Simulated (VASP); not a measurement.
# K (Fd-3m) in VASP: a series of runs

K is run at these levels: PBE; tasks: single point.

All numbers are computed with VASP 6.6.1; they aren't measurements. Logs are shortened: lines on timing, memory, paths and dates and some standing lists are left out, and cuts for length are marked.

## 1. The cell of the first run

The structure is cubic, space group Fd-3m (No. 227). Conventional cell: a = 9.005 Å, b = 9.005 Å, c = 9.005 Å, α = 90.00°, β = 90.00°, γ = 90.00°. Within 5.1 Å of K (site symmetry -43m) lie 4 K at 3.90 Å.

## 2. Single point, PBE

INCAR

```
PREC = Accurate
ENCUT = 520
EDIFF = 1E-6
ISMEAR = -1
SIGMA = 0.05
LREAL = F
LASPH = T
NELM = 80
ALGO = Normal
ISIF = 2
LWAVE = F
LCHARG = F
GGA = PE
NBANDS = 16
```

KPOINTS

```
Automatic mesh
0
Gamma
  8 8 8
```

POSCAR

```
K
1.0
    0.0000000000      4.5024534666      4.5024534666
    4.5024534666      0.0000000000      4.5024534666
    4.5024534666      4.5024534666      0.0000000000
K
2
Direct
   -0.1250000000     -0.1250000000     -0.1250000000
    0.1250000000      0.1250000000      0.1250000000
```

Potentials or basis: VASP PAW PBE potentials, release 64 (K_sv).

Started as:

```console
cat potpaw_PBE.64/K_sv/POTCAR > POTCAR
mpirun -np 1 vasp_std > vasp.out
```

OUTCAR:

```text
PREC = Accurate
   ENCUT = 520
   EDIFF = 1E-6
   ISMEAR = -1
   LREAL = F
   LASPH = T
   NELM = 80
   ISIF = 2
   GGA = PE

 ion  position               nearest neighbor table
   1  0.875  0.875  0.875-
   2  0.125  0.125  0.125-

  LATTYP: Found a face centered cubic cell.
 ALAT       =     9.0049069332

  Lattice vectors:

 A1 = (   0.0000000000,   4.5024534666,   4.5024534666)
 A2 = (   4.5024534666,   0.0000000000,   4.5024534666)
 A3 = (   4.5024534666,   4.5024534666,   0.0000000000)

Analysis of symmetry for initial positions (statically):
=====================================================================
 Subroutine PRICEL returns:
 Original cell was already a primitive cell.

 Routine SETGRP: Setting up the symmetry group for a
 face centered cubic supercell.

 Subroutine GETGRP returns: Found 48 space group operations
 (whereof 12 operations were pure point group operations)
 out of a pool of 48 trial point group operations.

The static configuration has the point symmetry D_3d.
 The point group associated with its full space group is O_h .

Analysis of symmetry for dynamics (positions and initial velocities):
=====================================================================
 Subroutine PRICEL returns:
 Original cell was already a primitive cell.

 Routine SETGRP: Setting up the symmetry group for a
 face centered cubic supercell.

 Subroutine GETGRP returns: Found 48 space group operations
 (whereof 12 operations were pure point group operations)
 out of a pool of 48 trial point group operations.

The dynamic configuration has the point symmetry D_3d.
 The point group associated with its full space group is O_h .

 Subroutine INISYM returns: Found 48 space group operations
 (whereof 12 operations are pure point group operations),
 and found     1 'primitive' translations

----------------------------------------------------------------------------------------

                                     Primitive cell

  volume of cell :     182.5483

  direct lattice vectors                    reciprocal lattice vectors
     0.000000000  4.502453467  4.502453467    -0.111050565  0.111050565  0.111050565
     4.502453467  0.000000000  4.502453467     0.111050565 -0.111050565  0.111050565
     4.502453467  4.502453467  0.000000000     0.111050565  0.111050565 -0.111050565

  length of vectors
     6.367430756  6.367430756  6.367430756     0.192345220  0.192345220  0.192345220

  position of ions in fractional coordinates (direct lattice)
     0.875000000  0.875000000  0.875000000
     0.125000000  0.125000000  0.125000000

  ion indices of the primitive-cell ions
   primitive index   ion index
                 1           1
                 2           2

----------------------------------------------------------------------------------------

 KPOINTS: Automatic mesh

Automatic generation of k-mesh.
 Grid dimensions read from file:
 generate k-points for:    8    8    8

 Generating k-lattice:

  Cartesian coordinates                     Fractional coordinates (reciprocal lattice)
    -0.013881321  0.013881321  0.013881321     0.125000000  0.000000000  0.000000000
     0.013881321 -0.013881321  0.013881321     0.000000000  0.125000000  0.000000000
     0.013881321  0.013881321 -0.013881321     0.000000000  0.000000000  0.125000000

  Length of vectors
     0.024043153  0.024043153  0.024043153

  Shift w.r.t. Gamma in fractional coordinates (k-lattice)
     0.000000000  0.000000000  0.000000000

 Subroutine IBZKPT returns following result:
 ===========================================

 Found     29 irreducible k-points:

 Following reciprocal coordinates:
            Coordinates               Weight
  0.000000  0.000000  0.000000      1.000000
  0.125000  0.000000  0.000000      8.000000
  0.250000  0.000000  0.000000      8.000000
  0.375000  0.000000  0.000000      8.000000
  0.500000  0.000000  0.000000      4.000000
  0.125000  0.125000  0.000000      6.000000
[... 16 lines left out ...]
  0.500000  0.250000  0.125000     48.000000
 -0.375000  0.250000  0.125000     24.000000
 [... further k-points ...]
   k-points           NKPTS =     29   k-points in BZ     NKDIM =     29   number of bands    NBANDS=     16
   number of dos      NEDOS =    301   number of ions     NIONS =      2
   total plane-waves  NPLWV = 110592
   dimension x,y,z NGX =    48 NGY =   48 NGZ =   48
   dimension x,y,z NGXF=    96 NGYF=   96 NGZF=   96
   ions per type =               2
   NGX,Y,Z   is equivalent  to a cutoff of  12.53, 12.53, 12.53 a.u.
   NGXF,Y,Z  is equivalent  to a cutoff of  25.06, 25.06, 25.06 a.u.
 SYSTEM =  unknown system
   PREC   = accura    normal or accurate (medium, high low for compatibility)
   ISTART =      0    job   : 0-new  1-cont  2-samecut
   ICHARG =      2    charge: 1-file 2-atom 10-const
   ISPIN  =      1    spin polarized calculation?
   LNONCOLLINEAR =      F non collinear calculations
   LSORBIT =      F    spin-orbit coupling
   LASPH  =      T    aspherical Exc in radial PAW
   ENCUT  =  520.0 eV  38.22 Ry    6.18 a.u.  11.84 11.84 11.84*2*pi/ulx,y,z
   NELM   =     80;   NELMIN=  2; NELMDL= -5     # of ELM steps
   EDIFF  = 0.1E-05   stopping-criterion for ELM
   LREAL  =      F    real-space projection
   EDIFFG = 0.1E-04   stopping-criterion for IOM
   NSW    =      0    number of steps for IOM
   IBRION =     -1    ionic relax: 0-MD 1-quasi-New 2-CG
   NFREE  =      0    steps in history (QN), initial steepest desc. (CG)
   ISIF   =      2    stress and relaxation
   ISYM   =      2    0-nonsym 1-usesym 2-fastsym
   POTIM  = 0.5000    time-step for ionic-motion
   TEBEG  =    0.0;   TEEND  =   0.0 temperature during run
   PSTRESS=    0.0 pullay stress
   NELECT =      18.0000    total number of electrons
   NUPDOWN=      -1.0000    fix difference up-down
   EMIN   =  10.00;   EMAX   =-10.00  energy-range for DOS
   EFERMI =   0.00;   METHOD = LEGACY
   ISMEAR =    -1;   SIGMA  =   0.05  broadening in eV -4-tet -1-fermi 0-gaus
   EFERMI_NEDOS =   21; number of points for ismear=-14 and -15
   IALGO  =     38    algorithm
   IMIX   =      4    mixing-type and parameters
     AMIX     =   0.40;   BMIX     =  1.00
     AMIX_MAG =   1.60;   BMIX_MAG =  1.00
  volume/ion in A,a.u.               =      91.27       615.95
  Fermi-wavevector in a.u.,A,eV,Ry     =   0.756321  1.429240  7.782834  0.572022
  Thomas-Fermi vector in A             =   1.854416
   LORBIT       =      0    0 simple, 1 ext, 2 COOP (PROOUT), +10 PAW based schemes
   GGA     = PE    functional components
   LHFCALC =     F    Hartree Fock is set to
   AEXX    =    0.0000 exact exchange contribution
   IVDW    =     0    specifies the selected vdW correction
   LEPSILON=     F    determine dielectric tensor
   LRPA    =     F    only Hartree local field effects (RPA)
 non-spin polarized calculation
  energy-cutoff  :      520.00
  volume of cell :      182.55
 maximum number of plane-waves:      4957
   NGX = 23   NGY = 23   NGZ = 23

 number of electron      18.0000002 magnetization

 Free energy of the ion-electron system (eV)
  ---------------------------------------------------
  ext. energy  EPLUGINS =         0.00000000
  ---------------------------------------------------
  free energy    TOTEN  =        -1.47073426 eV

  energy without entropy =       -1.45832315  energy(sigma->0) =       -1.46452871

 E-fermi :  -0.4727     XC(G=0):  -5.0935

 val. band max:       -0.4806005099   @ k =  -0.3750   0.2500   0.1250
 cond. band min:      -0.4286375290   @ k =   0.5000   0.5000   0.0000
 fundamental gap:      0.0519629809
 Fermi energy:        -0.4726580037

 k-point     1 :       0.0000    0.0000    0.0000
  band No.  band energies     occupation
      1     -33.1126      2.00000
      2     -33.0840      2.00000
      3     -16.6342      2.00000
      4     -16.6342      2.00000
      5     -16.6342      2.00000
      6     -16.5303      2.00000
[... 8 lines left out ...]
     15       2.3832      0.00000
     16       2.3832      0.00000

 k-point     2 :       0.1250    0.0000    0.0000
  band No.  band energies     occupation
      1     -33.1118      2.00000
      2     -33.0848      2.00000
      3     -16.6360      2.00000
      4     -16.6360      2.00000
      5     -16.6339      2.00000
      6     -16.5310      2.00000
[... 8 lines left out ...]
     15       2.3422      0.00000
     16       2.4858      0.00000

 k-point     3 :       0.2500    0.0000    0.0000
  band No.  band energies     occupation
      1     -33.1096      2.00000
      2     -33.0870      2.00000
      3     -16.6401      2.00000
      4     -16.6401      2.00000
      5     -16.6332      2.00000
      6     -16.5327      2.00000
[... 8 lines left out ...]
     15       2.3200      0.00000
     16       2.6919      0.00000

 k-point     4 :       0.3750    0.0000    0.0000
  band No.  band energies     occupation
      1     -33.1069      2.00000
      2     -33.0897      2.00000
      3     -16.6440      2.00000
      4     -16.6440      2.00000
      5     -16.6327      2.00000
      6     -16.5344      2.00000
[... 8 lines left out ...]
     15       2.3234      0.00000
     16       2.9166      0.00000

 k-point     5 :       0.5000    0.0000    0.0000
  band No.  band energies     occupation
      1     -33.1055      2.00000
      2     -33.0912      2.00000
      3     -16.6455      2.00000
      4     -16.6455      2.00000
      5     -16.6324      2.00000
      6     -16.5350      2.00000
[... 8 lines left out ...]
     15       2.3219      0.00000
     16       3.0309      0.00000

 k-point     6 :       0.1250    0.1250    0.0000
  band No.  band energies     occupation
      1     -33.1116      2.00000
      2     -33.0851      2.00000
      3     -16.6381      2.00000
      4     -16.6381      2.00000
      5     -16.6304      2.00000
      6     -16.5345      2.00000
[... 8 lines left out ...]
     15       2.3791      0.00000
     16       2.6140      0.00000

 k-point     7 :       0.2500    0.1250    0.0000
  band No.  band energies     occupation
      1     -33.1098      2.00000
      2     -33.0869      2.00000
      3     -16.6424      2.00000
      4     -16.6423      2.00000
      5     -16.6271      2.00000
      6     -16.5385      2.00000
[... 8 lines left out ...]
     15       2.4537      0.00000
     16       2.7147      0.00000

 k-point     8 :       0.3750    0.1250    0.0000
  band No.  band energies     occupation
      1     -33.1071      2.00000
      2     -33.0895      2.00000
      3     -16.6475      2.00000
      4     -16.6461      2.00000
      5     -16.6244      2.00000
      6     -16.5419      2.00000
[... 8 lines left out ...]
     15       2.4898      0.00000
     16       2.8541      0.00000

 k-point     9 :       0.5000    0.1250    0.0000
  band No.  band energies     occupation
      1     -33.1049      2.00000
      2     -33.0917      2.00000
      3     -16.6511      2.00000
      4     -16.6473      2.00000
      5     -16.6231      2.00000
      6     -16.5437      2.00000
[... 8 lines left out ...]
     15       2.6183      0.00000
     16       3.0825      0.00000
[... 172 lines left out ...]
 k-point    19 :       0.5000    0.3750    0.0000
  band No.  band energies     occupation
      1     -33.1011      2.00000
      2     -33.0956      2.00000
      3     -16.6572      2.00000
      4     -16.6555      2.00000
      5     -16.5947      2.00000
      6     -16.5728      2.00000
[... 8 lines left out ...]
     15       2.9521      0.00000
     16       3.1313      0.00000

 k-point    20 :      -0.3750    0.3750    0.0000
  band No.  band energies     occupation
      1     -33.1004      2.00000
      2     -33.0962      2.00000
      3     -16.6592      2.00000
      4     -16.6537      2.00000
      5     -16.5962      2.00000
      6     -16.5709      2.00000
[... 8 lines left out ...]
     15       2.7602      0.00000
     16       3.2835      0.00000

 k-point    21 :       0.5000    0.5000    0.0000
  band No.  band energies     occupation
      1     -33.0983      2.00000
      2     -33.0983      2.00000
      3     -16.6570      2.00000
      4     -16.6570      2.00000
      5     -16.5839      2.00000
      6     -16.5839      2.00000
[... 8 lines left out ...]
     15       3.1226      0.00000
     16       3.1226      0.00000

 k-point    22 :       0.3750    0.2500    0.1250
  band No.  band energies     occupation
      1     -33.1077      2.00000
      2     -33.0890      2.00000
      3     -16.6493      2.00000
      4     -16.6449      2.00000
      5     -16.6211      2.00000
      6     -16.5451      2.00000
[... 8 lines left out ...]
     15       2.4955      0.00000
     16       2.8421      0.00000

 k-point    23 :       0.5000    0.2500    0.1250
  band No.  band energies     occupation
      1     -33.1049      2.00000
      2     -33.0917      2.00000
      3     -16.6543      2.00000
      4     -16.6483      2.00000
      5     -16.6149      2.00000
      6     -16.5516      2.00000
[... 8 lines left out ...]
     15       2.5212      0.00000
     16       2.9300      0.00000

 k-point    24 :      -0.3750    0.2500    0.1250
  band No.  band energies     occupation
      1     -33.1034      2.00000
      2     -33.0933      2.00000
      3     -16.6561      2.00000
      4     -16.6499      2.00000
      5     -16.6121      2.00000
      6     -16.5546      2.00000
[... 8 lines left out ...]
     15       2.6813      0.00000
     16       2.9959      0.00000

 [... further k-points ...]

------------------------ aborting loop because EDIFF is reached ----------------------------------------

  FORCE on cell =-STRESS in cart. coord.  units (eV):
  Direction    XX          YY          ZZ          XY          YZ          ZX
  --------------------------------------------------------------------------------------
  -------------------------------------------------------------------------------------
  Total        0.3655276      0.3655276      0.3655276      0.0000000      0.0000000     -0.0000000
  in kB        3.2081380      3.2081380      3.2081380      0.0000000      0.0000000     -0.0000000
  external PRESSURE =       3.2081380 kB  Pullay stress =       0.0000000 kB

 VOLUME and BASIS-vectors are now :
 -----------------------------------------------------------------------------
  energy-cutoff  :      520.00
  volume of cell :      182.55
      direct lattice vectors                 reciprocal lattice vectors
     0.000000000  4.502453467  4.502453467    -0.111050565  0.111050565  0.111050565
     4.502453467  0.000000000  4.502453467     0.111050565 -0.111050565  0.111050565
     4.502453467  4.502453467  0.000000000     0.111050565  0.111050565 -0.111050565

 POSITION                                       TOTAL-FORCE (eV/Angst)
 -----------------------------------------------------------------------------------
      7.87929      7.87929      7.87929        -0.000000     -0.000000     -0.000000
      1.12561      1.12561      1.12561         0.000000      0.000000      0.000000
 -----------------------------------------------------------------------------------
    total drift:                                0.000000      0.000000      0.000000

  FREE ENERGIE OF THE ION-ELECTRON SYSTEM (eV)
  ---------------------------------------------------
  free  energy   TOTEN  =        -1.4707342643 eV

  energy  without entropy=       -1.4583231474  energy(sigma->0) =       -1.46452871
```

It took 70 s on 1 thread of Intel Xeon Platinum 8259CL at 2.50GHz (Skylake/Cascade Lake), shared host; peak memory 0.34 GiB.

Results:

```
Free energy            : -1.4707 eV
Pressure               : 0.3 GPa
Band gap on the k mesh : zero (band 9 reaches -0.10 eV, above the bottom of band 10 at -0.67 eV)
```

## 3. Single point, PBE

INCAR

```
SYSTEM = K
PREC = Accurate
ENCUT = 520
EDIFF = 1E-6
ISMEAR = -1
SIGMA = 0.05
LREAL = .FALSE.
LASPH = .TRUE.
NELM = 100
ALGO = Normal
ISIF = 2
LWAVE = .FALSE.
LCHARG = .FALSE.
GGA = PE
NBANDS = 16
```

KPOINTS

```
Automatic mesh
0
G
  8 8 8
  0 0 0
```

POSCAR is that of step 2.

Potentials or basis: VASP PAW PBE potentials, release 64 (K_sv).

Started as:

```console
cat potpaw_PBE.64/K_sv/POTCAR > POTCAR
mpirun -np 1 vasp_std > vasp.out
```

Wall time 79 s (1 thread of Intel Xeon Platinum 8259CL at 2.50GHz (Skylake/Cascade Lake), shared host); peak memory 0.34 GiB.

Results (log left out):

- Free energy: -1.4707 eV
- Pressure: 0.3 GPa
- Band gap on the k mesh: zero (band 9 reaches -0.10 eV, above the bottom of band 10 at -0.67 eV)

Levels at points of the mesh, in eV from the Fermi level:
| k point | band 5 | band 6 | band 7 | band 8 | band 9 | band 10 | band 11 | band 12 | band 13 | band 14 |
| --- | --- | --- | --- | --- | --- | --- | --- | --- | --- | --- |
| (0.00, 0.00, 0.00) | -16.16 | -16.06 | -16.06 | -16.06 | -1.91 | 2.52 | 2.52 | 2.52 | 2.76 | 2.76 |
| (0.50, 0.00, 0.00) | -16.16 | -16.06 | -16.05 | -16.05 | -0.62 | -0.19 | 2.15 | 2.15 | 2.67 | 2.79 |
| (0.50, 0.50, 0.00) | -16.11 | -16.11 | -16.04 | -16.04 | 0.04 | 0.04 | 1.42 | 1.42 | 1.91 | 1.91 |
